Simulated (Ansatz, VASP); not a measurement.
**Two plane-wave programs on NaH**

File INCAR:

```
SYSTEM = NaH
PREC = Accurate
ENCUT = 520
EDIFF = 1E-6
ISMEAR = 0
SIGMA = 0.01
LREAL = .FALSE.
LASPH = .TRUE.
NELM = 100
ALGO = Normal
ISIF = 2
LWAVE = .FALSE.
LCHARG = .FALSE.
GGA = PE
NBANDS = 11
```

KPOINTS

```
regular mesh
0
G
  8 8 8
  0 0 0
```

Contents of POSCAR:

```
NaH
1.0
    0.0000000000      2.4161697541      2.4161697541
    2.4161697541      0.0000000000      2.4161697541
    2.4161697541      2.4161697541      0.0000000000
Na H
1 1
Direct
    0.0000000000      0.0000000000      0.0000000000
    0.5000000000      0.5000000000      0.5000000000
```

Input for Ansatz:

```yaml
crystal:
  lattice:
    - [0.0, 2.4161697541, 2.4161697541]
    - [2.4161697541, 0.0, 2.4161697541]
    - [2.4161697541, 2.4161697541, 0.0]
  atoms:
    - { symbol: Na, position: [0.0, 0.0, 0.0] }
    - { symbol: H, position: [0.5, 0.5, 0.5] }
kpoints:
  mp_grid: { grid: [8, 8, 8] }
hamiltonian:
  xc: pbe
scf:
  occupations: { method: fixed }
  n_extra_bands: 4
output:
  forces: true
  stress: true
  eigenvalues: true
```

Alike in both runs: task single point; functional PBE; k mesh 8 × 8 × 8; no spin polarisation.

|  | VASP | Ansatz |
| --- | --- | --- |
| version | VASP 6.6.1 | Ansatz 0.2.0 |
| potentials or method | VASP PAW PBE potentials, release 64 (Na_pv, H) | plane waves, PAW |
| plane-wave cutoff (eV) | 520 | 420 |
| occupations | gaussian, width 0.01 eV | fixed |
| valence electrons in the cell | 8 | 10 |

|  | VASP | Ansatz | Ansatz less VASP |
| --- | --- | --- | --- |
| gap on the k mesh at the Fermi level (eV) | 3.76 | 3.76 | +0.002 |
| pressure (GPa) | 0.0 | 0.0 | +0.03 |

VASP's potentials hold 8 valence electrons a cell and Ansatz's 10, so a difference there can come from the potentials and not from the codes.
